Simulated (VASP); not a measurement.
A run of VASP 6.6.1:

Contents of POSCAR:

```
BeS
1.0
    0.0000000000      2.4380066589      2.4380066589
    2.4380066589      0.0000000000      2.4380066589
    2.4380066589      2.4380066589      0.0000000000
Be S
1 1
Direct
    0.2500000000      0.2500000000      0.2500000000
    0.5000000000      0.5000000000      0.5000000000
```

The input INCAR.step1:

```
SYSTEM = BeS
PREC = Accurate
ENCUT = 520
EDIFF = 1E-7
ISMEAR = 0
SIGMA = 0.02
LREAL = .FALSE.
LASPH = .TRUE.
NELM = 100
ALGO = Normal
ISIF = 2
LWAVE = .FALSE.
LCHARG = .TRUE.
GGA = PE
NBANDS = 11
```

The input KPOINTS.step1:

```
regular mesh
0
G
  8 8 8
  0 0 0
```

Contents of INCAR.step2:

```
SYSTEM = BeS
PREC = Accurate
ENCUT = 520
EDIFF = 1E-7
ISMEAR = -5
SIGMA = 0.02
LREAL = .FALSE.
LASPH = .TRUE.
NELM = 100
ALGO = Normal
ISIF = 2
LWAVE = .FALSE.
LCHARG = .FALSE.
GGA = PE
LORBIT = 11
NEDOS = 1001
ICHARG = 11
```

KPOINTS.step2

```
regular mesh
0
G
  12 12 12
  0 0 0
```

Potentials or basis: VASP PAW PBE potentials, release 64 (Be, S).

Launch:

```console
$ cat potpaw_PBE.64/Be/POTCAR potpaw_PBE.64/S/POTCAR > POTCAR
$ cp INCAR.step1 INCAR
$ cp KPOINTS.step1 KPOINTS
$ mpirun -np 1 vasp_std > vasp.out
$ cp INCAR.step2 INCAR
$ cp KPOINTS.step2 KPOINTS
$ mpirun -np 1 vasp_std > vasp.out
```

Hardware: 1 thread of Intel(R) Xeon(R) 6975P-C (Granite Rapids), on a shared host.

**Question.** How long does it take, and how much memory?

**Answer.** Wall time 9.9 s on 1 thread of Intel(R) Xeon(R) 6975P-C (Granite Rapids), with other jobs on the host, peak memory 0.15 GiB. Counts: k points 72.
